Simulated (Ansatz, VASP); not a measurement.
## Two plane-wave programs on Ti

```
Ti
1.0
    -1.70664    1.70664    1.77228
     1.70664   -1.70664    1.77228
     1.70664    1.70664   -1.77228
Ti
1
Cartesian
  0.0000 0.0000 0.0000
```

Change from the starting cell: strain +0.040 along x and y, +0.080 along z, atoms carried along.

Alike in both runs: task single point; functional r2SCAN; k mesh 20 × 20 × 20; occupations gaussian, width 0.15 eV; no spin polarisation.

|  | VASP | Ansatz |
| --- | --- | --- |
| version | VASP 6.6.1 | Ansatz 0.2.0 |
| potentials or method | VASP PAW PBE potentials, release 64 (Ti_sv), cutoff 520 eV | scalar-relativistic, plane waves, PAW |
| valence electrons in the cell | 12 | 12 |

VASP gave:

```
gap on the k mesh at the Fermi level (eV)                     : none
pressure (GPa)                                                : -14.5
traceless stress, the component that is largest in VASP (GPa) : 1.06
```

Estimate Ansatz's values.

gap on the k mesh at the Fermi level (eV): none; pressure (GPa): -14.7; traceless stress, the component that is largest in VASP (GPa): 1.05.

VASP's potentials were made for PBE, not for r2SCAN. A gap of «none» marks a metal or a gap that the smearing closes. The functional is the same, so the differences come from potentials, cutoffs and numerics.
